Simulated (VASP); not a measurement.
# AlCu (Cmmm) in VASP: further runs, part 2 of 2

VASP 6.6.1. The steps go on from the part before.

## 4. Single point, PBEsol (strain +0.0450 x Voigt [0, 0, 0, 0, 0, 1])

INCAR

```
SYSTEM = AlCu
PREC = Accurate
ENCUT = 520
EDIFF = 1E-6
ISMEAR = 0
SIGMA = 0.15
LREAL = .FALSE.
LASPH = .TRUE.
NELM = 100
ALGO = Fast
ISIF = 2
LWAVE = .FALSE.
LCHARG = .FALSE.
GGA = PS
NBANDS = 14
```

KPOINTS

```
regular mesh
0
G
  20 20 20
  0 0 0
```

POSCAR

```
AlCu
1.0
    2.9560037103      0.0665100835      0.0000000000
    0.0665100835      2.9560037103      0.0000000000
    0.0000000000      0.0000000000      2.9560037103
Al Cu
1 1
Direct
    0.0000000000      0.0000000000      0.0000000000
    0.5000000000      0.5000000000      0.5000000000
```

Potentials or basis: VASP PAW PBE potentials, release 64 (Al, Cu).

Command:

```bash
> cat potpaw_PBE.64/Al/POTCAR potpaw_PBE.64/Cu/POTCAR > POTCAR
> mpirun -np 1 vasp_std > vasp.out
```

OUTCAR:

```text
SYSTEM = AlCu
   PREC = Accurate
   ENCUT = 520
   EDIFF = 1E-6
   ISMEAR = 0
   LREAL = .FALSE.
   LASPH = .TRUE.
   NELM = 100
   ISIF = 2
   GGA = PS

 ion  position               nearest neighbor table
   1  0.000  0.000  0.000-   2 2.52   2 2.52   2 2.52   2 2.52   2 2.60   2 2.60   2 2.60   2 2.60

   2  0.500  0.500  0.500-   1 2.52   1 2.52   1 2.52   1 2.52   1 2.60   1 2.60   1 2.60   1 2.60

  LATTYP: Found a base centered orthorhombic cell.
 ALAT       =     4.0863610754
 B/A-ratio  =     1.0460358056
 C/A-ratio  =     0.7233828964

  Lattice vectors:

 A1 = (  -0.0665100835,  -2.9560037103,   0.0000000000)
 A2 = (   2.9560037103,   0.0665100835,   0.0000000000)
 A3 = (   0.0000000000,   0.0000000000,   2.9560037103)

Analysis of symmetry for initial positions (statically):
=====================================================================
 Subroutine PRICEL returns:
 Original cell was already a primitive cell.

 Routine SETGRP: Setting up the symmetry group for a
 base centered orthorhombic supercell.

 Subroutine GETGRP returns: Found  8 space group operations
 (whereof  8 operations were pure point group operations)
 out of a pool of  8 trial point group operations.
[... 180 lines left out ...]
      7      13.2763      0.00000
      8      13.4237      0.00000
      9      13.6248      0.00000
     10      15.8786      0.00000
     11      15.8931      0.00000
     12      20.1168      0.00000
     13      28.0178      0.00000
     14      28.2218      0.00000
[... 377 lines left out ...]
      1      -0.1798      2.00000
      2       3.6941      2.00000
      3       4.6089      2.00000
      4       5.0892      2.00000
      5       5.0908      2.00000
      6       5.5058      2.00000
      7       6.8797      2.00000
      8      14.6205      0.00000
      9      15.8665      0.00000
     10      17.1953      0.00000
     11      20.5052      0.00000
     12      20.7329      0.00000
     13      20.7719      0.00000
     14      23.7883      0.00000

 [... further k-points ...]

------------------------ aborting loop because EDIFF is reached ----------------------------------------

  FORCE on cell =-STRESS in cart. coord.  units (eV):
  Direction    XX          YY          ZZ          XY          YZ          ZX
  --------------------------------------------------------------------------------------
  -------------------------------------------------------------------------------------
  Total       -0.0089353     -0.0089353     -0.1310455     -0.3646092      0.0000000      0.0000000
  in kB       -0.5545317     -0.5545317     -8.1327544    -22.6278470      0.0000000      0.0000000
  external PRESSURE =      -3.0806059 kB  Pullay stress =       0.0000000 kB

 VOLUME and BASIS-vectors are now :
 -----------------------------------------------------------------------------
  energy-cutoff  :      520.00
  volume of cell :       25.82
      direct lattice vectors                 reciprocal lattice vectors
     2.956003710  0.066510083  0.000000000     0.338465917 -0.007615483  0.000000000
     0.066510083  2.956003710  0.000000000    -0.007615483  0.338465917  0.000000000
     0.000000000  0.000000000  2.956003710     0.000000000  0.000000000  0.338294569

 POSITION                                       TOTAL-FORCE (eV/Angst)
 -----------------------------------------------------------------------------------
      0.00000      0.00000      0.00000        -0.000000      0.000000      0.000000
      1.51126      1.51126      1.47800         0.000000      0.000000      0.000000
 -----------------------------------------------------------------------------------
    total drift:                                0.000000      0.000000     -0.000000

  FREE ENERGIE OF THE ION-ELECTRON SYSTEM (eV)
  ---------------------------------------------------
  free  energy   TOTEN  =        -8.7058921007 eV

  energy  without entropy=       -8.6987030169  energy(sigma->0) =       -8.70229756
```

OSZICAR:

```text
N       E                     dE             d eps       ncg     rms          rms(c)
DAV:   1     0.516534451395E+02    0.51653E+02   -0.60115E+03 35444   0.128E+03
DAV:   2    -0.872910045651E+01   -0.60383E+02   -0.54200E+02 36234   0.208E+02
DAV:   3    -0.108252330042E+02   -0.20961E+01   -0.20459E+01 44362   0.436E+01
DAV:   4    -0.108620472015E+02   -0.36814E-01   -0.36795E-01 41308   0.480E+00
DAV:   5    -0.108633493209E+02   -0.13021E-02   -0.13021E-02 51104   0.966E-01    0.130E+01
RMM:   6    -0.114608893304E+02   -0.59754E+00   -0.22046E+01 42632   0.805E+01    0.108E+01
RMM:   7    -0.872383197101E+01    0.27371E+01   -0.54990E+00 40335   0.410E+01    0.906E-01
RMM:   8    -0.870915670777E+01    0.14675E-01   -0.25420E-01 39145   0.930E+00    0.571E-01
RMM:   9    -0.870573836384E+01    0.34183E-02   -0.16665E-02 43499   0.106E+00    0.141E-01
RMM:  10    -0.870580567945E+01   -0.67316E-04   -0.25727E-03 48009   0.574E-01    0.786E-02
RMM:  11    -0.870587744142E+01   -0.71762E-04   -0.73820E-04 47695   0.199E-01    0.151E-02
RMM:  12    -0.870589094550E+01   -0.13504E-04   -0.14331E-04 46703   0.159E-01    0.286E-02
RMM:  13    -0.870589254854E+01   -0.16030E-05   -0.68952E-05 50592   0.571E-02    0.228E-02
RMM:  14    -0.870589210074E+01    0.44780E-06   -0.58189E-06 37740   0.264E-02
   1 F= -.87058921E+01 E0= -.87022976E+01  d E =-.718908E-02
```

Run time: 2.9 min. Hardware: 1 thread of Intel Xeon Platinum 8488C (Sapphire Rapids), shared host; peak memory 0.54 GiB.

Results:

* Free energy: -8.7059 eV
* Pressure: -0.3 GPa
* Band gap on the k mesh: zero (bands 7 and 8 overlap by 4.76 eV)

Stress tensor (GPa, compression positive):
```
-0.06 -2.26  0.00
-2.26 -0.06  0.00
 0.00  0.00 -0.81
```

Levels at points of the mesh, in eV from the Fermi level:
| k point | band 3 | band 4 | band 5 | band 6 | band 7 | band 8 | band 9 | band 10 | band 11 | band 12 |
| --- | --- | --- | --- | --- | --- | --- | --- | --- | --- | --- |
| (0.00, 0.00, 0.00) | -5.10 | -4.07 | -4.02 | -3.98 | 3.78 | 3.93 | 4.13 | 6.39 | 6.40 | 10.63 |
| (0.50, 0.00, 0.00) | -4.83 | -4.49 | -4.48 | -3.97 | -3.23 | 7.05 | 8.19 | 8.35 | 8.70 | 8.83 |
| (0.50, 0.50, 0.00) | -4.40 | -4.35 | -4.15 | -3.62 | -3.57 | -0.97 | 0.14 | 10.44 | 12.84 | 13.10 |
| (0.00, 0.00, 0.50) | -4.82 | -4.55 | -4.42 | -3.97 | -3.24 | 7.25 | 8.03 | 8.40 | 8.79 | 8.89 |
| (0.50, 0.00, 0.50) | -4.37 | -4.37 | -3.87 | -3.87 | -3.62 | -0.85 | -0.01 | 10.33 | 12.89 | 12.94 |
| (0.50, 0.50, 0.50) | -5.64 | -3.60 | -3.60 | 0.40 | 0.53 | 0.94 | 2.03 | 2.20 | 2.26 | 2.56 |

Caveat: the cell differs from its parent crystal (strain +0.0450 x Voigt [0, 0, 0, 0, 0, 1]); the PAW data sets were made with another functional, which shifts forces and pressure a little.

## 5. The runs side by side

```tsv
cell	further INCAR settings	gap on the mesh (eV)	pressure (GPa)
a = 2.957, b = 2.957, c = 2.956 Å, angles 90.0, 90.0, 93.4°, 2 atoms	ALGO = Fast; EDIFF = 1e-07; NBANDS = 14	none	0.7
a = 2.957, b = 2.957, c = 2.956 Å, angles 90.0, 90.0, 87.0°, 2 atoms	ALGO = Fast; EDIFF = 1e-06; NBANDS = 14	none	-0.2
a = 2.957, b = 2.957, c = 2.956 Å, angles 90.0, 90.0, 87.4°, 2 atoms	ALGO = Fast; EDIFF = 1e-06; NBANDS = 14	none	-0.3
```

Alike in all rows: task single point; level PBEsol; potentials or basis VASP PAW PBE potentials, release 64 (Al, Cu); no spin polarisation; k mesh 20 × 20 × 20; cutoff (eV) 520; smearing gaussian 0.15 eV.

Caveats: the PAW data sets were made with another functional, which shifts forces and pressure a little.

Total energies depend on the potentials used, so only differences within one code and one set of settings carry meaning.
